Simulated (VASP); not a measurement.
# Se (Pnma) in VASP: single point with PBE

Aim: the single point of Se with PBE.

Program: VASP 6.6.1. These are calculated values, not measurements. Logs are shortened: lines on timing, memory, paths and dates and some standing lists are left out, and cuts for length are marked.

### 1 The cell of the first run

The structure is orthorhombic, space group Pnma (No. 62). Conventional cell: a = 9.445 Å, b = 4.237 Å, c = 6.704 Å, α = 90.00°, β = 90.00°, γ = 90.00°. Within 3.0 Å of Se (site symmetry m) lie 3 Se at 2.19 to 2.97 Å. Se (site symmetry m) has 3 Se at 2.19 to 2.97 Å within 3.0 Å.

### 2 Single point, PBE

File INCAR:

```
SYSTEM = Se
  PREC = Accurate
  ENCUT = 520
  EDIFF = 1E-6
  ISMEAR = 0
  SIGMA = 0.01
  LREAL = .False.
  LASPH = .True.
  NELM = 80
  ALGO = Normal
  ISIF = 2
  LWAVE = .False.
  LCHARG = .False.
  GGA = PE
  NBANDS = 34
```

File KPOINTS:

```
regular mesh
0
Gamma
  4 6 4
  0 0 0
```

File POSCAR:

```
Se
1.0
    9.4448363427      0.0000000000      0.0000000000
    0.0000000000      4.2371126844      0.0000000000
    0.0000000000      0.0000000000      6.7043824910
Se
8
Direct
    0.1599203355      0.2500000000      0.5158326548
    0.3400796645      0.7500000000      0.0158326548
    0.6599203355      0.2500000000      0.9841673452
    0.8400796645      0.7500000000      0.4841673452
    0.9965935925      0.7500000000      0.7254016177
    0.5034064075      0.2500000000      0.2254016177
    0.4965935925      0.7500000000      0.7745983823
    0.0034064075      0.2500000000      0.2745983823
```

Potentials or basis: VASP PAW PBE potentials, release 64 (Se).

Started as:

```bash
$ cat potpaw_PBE.64/Se/POTCAR > POTCAR
$ mpirun -np 1 vasp_std > vasp.out
```

OUTCAR:

```text
SYSTEM = Se
   PREC = Accurate
   ENCUT = 520
   EDIFF = 1E-6
   ISMEAR = 0
   LREAL = .False.
   LASPH = .True.
   NELM = 80
   ISIF = 2
   GGA = PE

 ion  position               nearest neighbor table
   1  0.160  0.250  0.516-   8 2.19
   2  0.340  0.750  0.016-   7 2.19
   3  0.660  0.250  0.984-   6 2.19
   4  0.840  0.750  0.484-   5 2.19
   5  0.997  0.750  0.725-   4 2.19
   6  0.503  0.250  0.225-   3 2.19
   7  0.497  0.750  0.775-   2 2.19
   8  0.003  0.250  0.275-   1 2.19

  LATTYP: Found a simple orthorhombic cell.
 ALAT       =     4.2371126844
 B/A-ratio  =     1.5822997853
 C/A-ratio  =     2.2290736750

  Lattice vectors:

 A1 = (   0.0000000000,   4.2371126844,   0.0000000000)
 A2 = (   0.0000000000,   0.0000000000,   6.7043824910)
 A3 = (   9.4448363427,   0.0000000000,   0.0000000000)

Analysis of symmetry for initial positions (statically):
=====================================================================
 Subroutine PRICEL returns:
 Original cell was already a primitive cell.

 Routine SETGRP: Setting up the symmetry group for a
 simple orthorhombic supercell.

 Subroutine GETGRP returns: Found  8 space group operations
 (whereof  2 operations were pure point group operations)
 out of a pool of  8 trial point group operations.

The static configuration has the point symmetry S_2 .
 The point group associated with its full space group is D_2h.

Analysis of symmetry for dynamics (positions and initial velocities):
=====================================================================
 Subroutine PRICEL returns:
 Original cell was already a primitive cell.

 Routine SETGRP: Setting up the symmetry group for a
 simple orthorhombic supercell.

 Subroutine GETGRP returns: Found  8 space group operations
 (whereof  2 operations were pure point group operations)
 out of a pool of  8 trial point group operations.

The dynamic configuration has the point symmetry S_2 .
 The point group associated with its full space group is D_2h.

 Subroutine INISYM returns: Found  8 space group operations
 (whereof  2 operations are pure point group operations),
 and found     1 'primitive' translations

----------------------------------------------------------------------------------------

                                     Primitive cell

  volume of cell :     268.3016
[... 104 lines left out ...]
   NSW    =      0    number of steps for IOM
   IBRION =     -1    ionic relax: 0-MD 1-quasi-New 2-CG
   NFREE  =      0    steps in history (QN), initial steepest desc. (CG)
   ISIF   =      2    stress and relaxation
   ISYM   =      2    0-nonsym 1-usesym 2-fastsym
   POTIM  = 0.5000    time-step for ionic-motion
   TEBEG  =    0.0;   TEEND  =   0.0 temperature during run
   PSTRESS=    0.0 pullay stress
   NELECT =      48.0000    total number of electrons
   NUPDOWN=      -1.0000    fix difference up-down
   EMIN   =  10.00;   EMAX   =-10.00  energy-range for DOS
   EFERMI =   0.00;   METHOD = LEGACY
   ISMEAR =     0;   SIGMA  =   0.01  broadening in eV -4-tet -1-fermi 0-gaus
   EFERMI_NEDOS =   21; number of points for ismear=-14 and -15
   IALGO  =     38    algorithm
   IMIX   =      4    mixing-type and parameters
     AMIX     =   0.40;   BMIX     =  1.00
     AMIX_MAG =   1.60;   BMIX_MAG =  1.00
  volume/ion in A,a.u.               =      33.54       226.32
  Fermi-wavevector in a.u.,A,eV,Ry     =   0.922460  1.743196 11.577636  0.850932
  Thomas-Fermi vector in A             =   2.047989
   LORBIT       =      0    0 simple, 1 ext, 2 COOP (PROOUT), +10 PAW based schemes
   GGA     = PE    functional components
   LHFCALC =     F    Hartree Fock is set to
   AEXX    =    0.0000 exact exchange contribution
   IVDW    =     0    specifies the selected vdW correction
   LEPSILON=     F    determine dielectric tensor
   LRPA    =     F    only Hartree local field effects (RPA)
 non-spin polarized calculation
 Gauss-broadening in eV      SIGMA  =   0.01
  energy-cutoff  :      520.00
  volume of cell :      268.30
 maximum number of plane-waves:      7276
   NGX = 35   NGY = 15   NGZ = 25

 number of electron      47.9999999 magnetization

 Free energy of the ion-electron system (eV)
  ---------------------------------------------------
  ext. energy  EPLUGINS =         0.00000000
  ---------------------------------------------------
  free energy    TOTEN  =       -27.57858343 eV

  energy without entropy =      -27.57858343  energy(sigma->0) =      -27.57858343

 E-fermi :   0.5196     XC(G=0):  -7.8472

 val. band max:        0.4455676931   @ k =   0.0000   0.0000   0.0000
 cond. band min:       1.5670796230   @ k =   0.0000   0.0000   0.0000
 fundamental gap:      1.1215119299
 Fermi energy:         0.5196134377

 k-point     1 :       0.0000    0.0000    0.0000
  band No.  band energies     occupation
      1     -14.3452      2.00000
      2     -14.2000      2.00000
      3     -12.9091      2.00000
      4     -12.8728      2.00000
      5     -10.5870      2.00000
      6     -10.4590      2.00000
[... 877 lines left out ...]
     33       7.5355      0.00000
     34       7.5355      0.00000

 [... further k-points ...]

------------------------ aborting loop because EDIFF is reached ----------------------------------------

  FORCE on cell =-STRESS in cart. coord.  units (eV):
  Direction    XX          YY          ZZ          XY          YZ          ZX
  --------------------------------------------------------------------------------------
  -------------------------------------------------------------------------------------
  Total        0.2477243      0.0187130      0.2928191      0.0000000      0.0000000      0.0000000
  in kB        1.4792988      0.1117459      1.7485850      0.0000000      0.0000000      0.0000000
  external PRESSURE =       1.1132099 kB  Pullay stress =       0.0000000 kB

 VOLUME and BASIS-vectors are now :
 -----------------------------------------------------------------------------
  energy-cutoff  :      520.00
  volume of cell :      268.30
      direct lattice vectors                 reciprocal lattice vectors
     9.444836343  0.000000000  0.000000000     0.105877960  0.000000000  0.000000000
     0.000000000  4.237112684  0.000000000     0.000000000  0.236009772  0.000000000
     0.000000000  0.000000000  6.704382491     0.000000000  0.000000000  0.149156168

 POSITION                                       TOTAL-FORCE (eV/Angst)
 -----------------------------------------------------------------------------------
      1.51042      1.05928      3.45834         0.040803      0.000000      0.040814
      3.21200      3.17783      0.10615        -0.040803      0.000000      0.040814
      6.23284      1.05928      6.59823         0.040803      0.000000     -0.040814
      7.93441      3.17783      3.24604        -0.040803      0.000000     -0.040814
      9.41266      3.17783      4.86337         0.037391      0.000000      0.044212
      4.75459      1.05928      1.51118        -0.037391      0.000000      0.044212
      4.69025      3.17783      5.19320         0.037391     -0.000000     -0.044212
      0.03217      1.05928      1.84101        -0.037391     -0.000000     -0.044212
 -----------------------------------------------------------------------------------
    total drift:                               -0.000000     -0.000000      0.000000

  FREE ENERGIE OF THE ION-ELECTRON SYSTEM (eV)
  ---------------------------------------------------
  free  energy   TOTEN  =       -27.5785834262 eV

  energy  without entropy=      -27.5785834262  energy(sigma->0) =      -27.57858343
```

stdout:

```text
POSCAR found type information on POSCAR Se
 POSCAR found :  1 types and       8 ions
 scaLAPACK will be used
 LDA part: xc-table for (Slater+PW92), standard interpolation
 POSCAR, INCAR and KPOINTS ok, starting setup
 FFT: planning ... GRIDC
 FFT: planning ... GRID_SOFT
 FFT: planning ... GRID
 WAVECAR not read
 entering main loop
```

Wall time 4.9 min (1 thread of Intel Xeon Platinum 8375C at 2.90GHz (Ice Lake), shared host); peak memory 0.47 GiB.

Results:

| Property | Result |
| --- | --- |
| Free energy | -27.5786 eV |
| Pressure | 0.1 GPa |
| Largest force | 0.058 eV/Å |
| Band gap on the k mesh | 1.12 eV |

Forces on the atoms (eV/Å):
```
Se   0.041  0.000  0.041
Se  -0.041  0.000  0.041
Se   0.041  0.000 -0.041
Se  -0.041  0.000 -0.041
Se   0.037  0.000  0.044
Se  -0.037  0.000  0.044
Se   0.037  0.000 -0.044
Se  -0.037  0.000 -0.044
```

Stress tensor (GPa, compression positive):
```
0.15 0.00 0.00
0.00 0.01 0.00
0.00 0.00 0.17
```
